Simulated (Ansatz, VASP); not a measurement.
**One calculation of Al, two programs**

File INCAR:

```
PREC     = Accurate       # precision mode
ENCUT    = 600            # plane-wave cutoff, eV
EDIFF    = 1E-6           # SCF threshold, eV
ISMEAR   = 0              # smearing method
SIGMA    = 0.1            # smearing width, eV
LREAL    = False          # projectors in reciprocal space
LASPH    = True           # aspherical terms in the spheres
NELM     = 60             # most SCF steps
ALGO     = Normal         # electronic algorithm
ISIF     = 3              # what is computed and relaxed
LWAVE    = False          # write WAVECAR
LCHARG   = False          # write CHGCAR
GGA      = PE             # functional
IBRION   = 2              # ionic algorithm
NSW      = 90             # ionic steps
EDIFFG   = -0.04          # ionic threshold
```

File KPOINTS:

```
regular mesh
0
Gamma
  8 8 8
```

The input POSCAR:

```
Al
1.0
   -1.4263223694      1.4600656609      1.9888563934
    1.4263223694     -1.4600656609      1.9888563934
    1.4263223694      1.4600656609     -1.9888563934
Al
1
Direct
    0.5000000000      0.5000000000      0.0000000000
```

Input for Ansatz:

```yaml
crystal:
  lattice:
    - [-1.4263223694, 1.4600656609, 1.9888563934]
    - [1.4263223694, -1.4600656609, 1.9888563934]
    - [1.4263223694, 1.4600656609, -1.9888563934]
  atoms:
    - { symbol: Al, position: [0.5, 0.5, 0.0] }
basis:
  ecutwfc: 420
kpoints:
  mp_grid: { grid: [8, 8, 8] }
hamiltonian:
  xc: pbe
scf:
  occupations: { method: gaussian, width: 0.1 }
  lower_state_search: "off"
output:
  forces: true
  stress: true
  eigenvalues: true
relax:
  adjacent_minimum: "off"
  f_tol: 0.04
  max_steps: 70
  cell: { stress_tol: 0.4 }
```

Change from the starting cell: the structure that the rattled cell fell into.

Alike in both runs: task relaxation of cell and atoms; functional PBE; k mesh 8 × 8 × 8; occupations gaussian, width 0.1 eV; no spin polarisation.

|  | VASP | Ansatz |
| --- | --- | --- |
| version | VASP 6.6.1 | Ansatz 0.2.0 |
| potentials or method | VASP PAW PBE potentials, release 64 (Al), cutoff 600 eV | scalar-relativistic, plane waves, PAW |
| valence electrons in the cell | 3 | 3 |

Ansatz gave:

- gap on the k mesh at the Fermi level, each at its own relaxed structure (eV): none
- relaxed volume (Å³/atom): 16.53
- relaxed length of the cell vector where the two differ most in proportion (Å): 2.857

Question: Which values does VASP return?

Answer: gap on the k mesh at the Fermi level, each at its own relaxed structure (eV): none; relaxed volume (Å³/atom): 16.53; relaxed length of the cell vector where the two differ most in proportion (Å): 2.858.

A gap of «none» marks a metal or a gap that the smearing closes.

The k mesh is coarse, so the values compare programs but aren't converged.
